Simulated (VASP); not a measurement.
Write the native input for VASP 6.6.1 that does the following.

| Quantity | Value |
| --- | --- |
| Task | single point |
| Functional | r2SCAN |
| Potentials or basis | VASP PAW PBE potentials, release 64 (Si, O) |
| Cutoff | 520 eV |
| k mesh | 4 × 4 × 4 |
| Occupations | gaussian, width 0.02 eV |
| Spin | no spin polarisation |
| Dipole correction | no |
| Further INCAR settings | LREAL = Auto; ALGO = Normal; EDIFF = 1e-06; NBANDS = 82 |

The system is SiO2.

```
Si O
1.0
    -4.94229    4.94229    4.94229
     4.94229   -4.94229    4.94229
     4.94229    4.94229   -4.94229
Si O
8 16
Cartesian
  1.5504 1.5504 1.5504
  1.5504 -1.5504 1.5504
  1.5504 1.5504 -1.5504
  -1.5504 1.5504 1.5504
  3.3919 3.3919 -3.3919
  -3.3919 3.3919 3.3919
  3.3919 -3.3919 3.3919
  3.3919 3.3919 3.3919
  2.4711 2.4711 2.4711
  2.4711 -2.4711 2.4711
  2.4711 2.4711 -2.4711
  -2.4711 2.4711 2.4711
  1.8673 1.8673 0.0000
  1.8673 0.0000 1.8673
  -3.0750 4.9423 3.0750
  4.9423 -3.0750 3.0750
  0.0000 1.8673 1.8673
  3.0750 -3.0750 4.9423
  -3.0750 3.0750 4.9423
  3.0750 4.9423 -3.0750
  4.9423 3.0750 3.0750
  3.0750 4.9423 3.0750
  4.9423 3.0750 -3.0750
  3.0750 3.0750 4.9423
```

The input as run:

POSCAR

```
SiO2
1.0
   -4.9422855170      4.9422855170      4.9422855170
    4.9422855170     -4.9422855170      4.9422855170
    4.9422855170      4.9422855170     -4.9422855170
Si O
8 16
Direct
    0.3137043853      0.3137043853      0.3137043853
    0.0000000000      0.3137043853      0.0000000000
    0.0000000000      0.0000000000      0.3137043853
    0.3137043853      0.0000000000      0.0000000000
    0.0000000000      0.0000000000      0.6862956147
    0.6862956147      0.0000000000      0.0000000000
    0.0000000000      0.6862956147      0.0000000000
    0.6862956147      0.6862956147      0.6862956147
    0.5000000000      0.5000000000      0.5000000000
    0.0000000000      0.5000000000      0.0000000000
    0.0000000000      0.0000000000      0.5000000000
    0.5000000000      0.0000000000      0.0000000000
    0.1889056108      0.1889056108      0.3778112217
    0.1889056108      0.3778112217      0.1889056108
    0.8110943892      0.0000000000      0.1889056108
    0.0000000000      0.8110943892      0.1889056108
    0.3778112217      0.1889056108      0.1889056108
    0.1889056108      0.8110943892      0.0000000000
    0.8110943892      0.1889056108      0.0000000000
    0.1889056108      0.0000000000      0.8110943892
    0.6221887783      0.8110943892      0.8110943892
    0.8110943892      0.6221887783      0.8110943892
    0.0000000000      0.1889056108      0.8110943892
    0.8110943892      0.8110943892      0.6221887783
```

INCAR.step1

```
PREC     = Accurate       # precision mode
ENCUT    = 520            # plane-wave cutoff, eV
ISMEAR   = 0              # smearing method
SIGMA    = 0.02           # smearing width, eV
LREAL    = Auto         
LASPH    = T              # aspherical terms in the spheres
NELM     = 100            # most SCF steps
NBANDS   = 82             # bands
GGA      = PE             # functional
ALGO     = Normal         # electronic algorithm
EDIFF    = 1E-4           # SCF threshold, eV
LWAVE    = T              # write WAVECAR
LCHARG   = F              # write CHGCAR
```

INCAR.step2

```
PREC     = Accurate       # precision mode
ENCUT    = 520            # plane-wave cutoff, eV
EDIFF    = 1E-6           # SCF threshold, eV
ISMEAR   = 0              # smearing method
SIGMA    = 0.02           # smearing width, eV
LREAL    = Auto         
LASPH    = T              # aspherical terms in the spheres
NELM     = 100            # most SCF steps
ALGO     = Normal         # electronic algorithm
ISIF     = 2              # what is computed and relaxed
LWAVE    = F              # write WAVECAR
LCHARG   = F              # write CHGCAR
METAGGA  = R2SCAN         # meta-GGA
LMIXTAU  = T            
NBANDS   = 82             # bands
ISTART   = 1
```

KPOINTS

```
Automatic mesh
0
Gamma
  4 4 4
```

Potentials or basis: VASP PAW PBE potentials, release 64 (Si, O).

Command:

```sh
$ cat potpaw_PBE.64/Si/POTCAR potpaw_PBE.64/O/POTCAR > POTCAR
$ cp INCAR.step1 INCAR
$ mpirun -np 1 vasp_std > vasp.out
$ cp INCAR.step2 INCAR
$ mpirun -np 1 vasp_std > vasp.out
```

It gave:

```
Pressure               : 0.1 GPa
Largest force          : 0.080 eV/Å
Band gap on the k mesh : 6.26 eV
```

Caveat: the PAW data sets were made with another functional, which shifts forces and pressure a little.

It took 18 min on 1 thread of AMD EPYC 9R45 96-Core Processor (Zen 5), with other jobs on the host, peak memory 0.68 GiB.
